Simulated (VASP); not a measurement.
Hf:

```
Hf
1.0
     4.92902    0.00000    0.00000
    -2.46451    4.26866    0.00000
     0.00000    0.00000    3.06552
Hf
3
Cartesian
  0.0000 0.0000 0.0000
  0.0000 2.8458 1.5328
  2.4645 1.4229 1.5328
```

Base run:

* Program: VASP 6.6.1
* Functional: PBE
* Potentials or basis: VASP PAW PBE potentials, release 64 (Hf_pv)
* Cutoff: 520 eV
* k mesh: 6 × 6 × 9
* Occupations: fermi-dirac, width 0.05 eV
* Spin: no spin polarisation

Its results: band gap on the k mesh zero (band 15 reaches 5.30 eV, above the bottom of band 16 at 4.40 eV); pressure 3.9 GPa.

Q: The run is repeated on the same cell with these changes: functional from PBE to r2SCAN. What comes out?

A: Band gap on the k mesh zero (band 15 reaches 5.31 eV, above the bottom of band 16 at 4.40 eV); pressure 2.5 GPa.

Caveats: spin-orbit coupling is left out, which moves the levels of the heavy elements; the PAW data sets were made with another functional, which shifts forces and pressure a little (some runs).
